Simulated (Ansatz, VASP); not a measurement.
# Two plane-wave programs on Al8N

The input INCAR:

```
SYSTEM = Al8N
ALGO = Normal
DIPOL = 0.5 0.5 0.402
EDIFF = 1E-7
ENCUT = 520
GGA = PE
IDIPOL = 3
ISIF = 2
ISMEAR = 0
LASPH = .TRUE.
LCHARG = .TRUE.
LDIPOL = .TRUE.
LELF = .TRUE.
LREAL = .FALSE.
LVACPOTAV = .TRUE.
LVHAR = .TRUE.
LWAVE = .FALSE.
NBANDS = 24
NELM = 80
PREC = Accurate
SIGMA = 0.1
```

File KPOINTS:

```
k-points
0
G
  9 9 1
  0 0 0
```

File POSCAR:

```
Al8N
1.0
    2.8543223330      0.0000000000      0.0000000000
   -1.4271611665      2.4719156510      0.0000000000
    0.0000000000      0.0000000000     33.4760593533
Al N
8 1
Direct
    0.3333333333      0.6666666667      0.1194883770
    0.0000000000      0.0000000000      0.1895622803
    0.6666666667      0.3333333333      0.2596361837
    0.0000000000      0.0000000000      0.3297100869
    0.3333333333      0.6666666667      0.3992195594
    0.0000000000      0.0000000000      0.4696536480
    0.6666666667      0.3333333333      0.5400996810
    0.0000000000      0.0000000000      0.6116627748
    0.5555555556     -0.5555555556      0.7003828947
```

Input for Ansatz:

```yaml
crystal:
  lattice:
    - [2.854322333, 0.0, 0.0]
    - [-1.4271611665, 2.471915651, 0.0]
    - [0.0, 0.0, 33.4760593533]
  atoms:
    - { symbol: Al, position: [0.3333333333, 0.6666666667, 0.119488377] }
    - { symbol: Al, position: [0.0, 0.0, 0.1895622803] }
    - { symbol: Al, position: [0.6666666667, 0.3333333333, 0.2596361837] }
    - { symbol: Al, position: [0.0, 0.0, 0.3297100869] }
    - { symbol: Al, position: [0.3333333333, 0.6666666667, 0.3992195594] }
    - { symbol: Al, position: [0.0, 0.0, 0.469653648] }
    - { symbol: Al, position: [0.6666666667, 0.3333333333, 0.540099681] }
    - { symbol: Al, position: [0.0, 0.0, 0.6116627748] }
    - { symbol: "N", position: [0.5555555556, -0.5555555556, 0.7003828947] }
basis:
  ecutwfc: 420
kpoints:
  mp_grid: { grid: [9, 9, 1] }
hamiltonian:
  xc: pbe
scf:
  occupations: { method: gaussian, width: 0.1 }
output:
  forces: true
  eigenvalues: true
efield:
  axis: 3
  dipole_correction: true
  ramp_width: 0.04
```

Alike in both runs: task single point; functional PBE; k mesh 9 × 9 × 1; occupations gaussian, width 0.1 eV; no spin polarisation.

```csv
,VASP,Ansatz
version,VASP 6.6.1,Ansatz 0.2.0
potentials or method,"VASP PAW PBE potentials, release 64 (Al, N), cutoff 520 eV","scalar-relativistic, plane waves, PAW"
valence electrons in the cell,29,29
```

|  | VASP | Ansatz | Ansatz less VASP |
| --- | --- | --- | --- |
| gap on the k mesh at the Fermi level (eV) | none | none | - |
| rms of the force components (eV/Å) | 0.289 | 0.289 | +0.0003 |
| work function, face that differs most (eV) | 4.07 | 4.07 | +0.001 |

Atom by atom the forces differ by 0.000 eV/Å (rms over components). A gap of «none» marks a metal or a gap that the smearing closes. With one functional, cell and mesh, what is left measures potentials, basis and numerics.
